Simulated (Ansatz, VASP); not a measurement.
## One calculation of Al, two programs

```
Al
1.0
    -1.60644    1.60644   -1.60644
    -1.60644   -1.60644    1.60644
     0.00000    6.21362    6.21362
Al
4
Direct
  0.00000 0.00000 0.90487
  0.50000 0.50000 0.12927
  0.00000 0.00000 0.38780
  0.50000 0.50000 0.64634
```

Alike in both runs: task single point; functional PBEsol; k mesh 22 × 22 × 7; occupations gaussian, width 0.15 eV; no spin polarisation.

|  | VASP | Ansatz |
| --- | --- | --- |
| version | VASP 6.6.1 | Ansatz 0.2.0 |
| potentials or method | VASP PAW PBE potentials, release 64 (Al), cutoff 520 eV | scalar-relativistic, plane waves, PAW |
| valence electrons in the cell | 12 | 12 |

VASP gave:

* gap on the k mesh at the Fermi level (eV): none
* pressure (GPa): 3.6
* traceless stress, the component that is largest in VASP (GPa): 2.42
* rms of the force components (eV/Å): 0.480

What did Ansatz give for the same quantities?

gap on the k mesh at the Fermi level (eV): none; pressure (GPa): 3.5; traceless stress, the component that is largest in VASP (GPa): 2.40; rms of the force components (eV/Å): 0.478.

VASP's potentials were made for PBE, not for PBEsol. Atom by atom the forces differ by 0.002 eV/Å (rms over components). A gap of «none» marks a metal or a gap that the smearing closes.
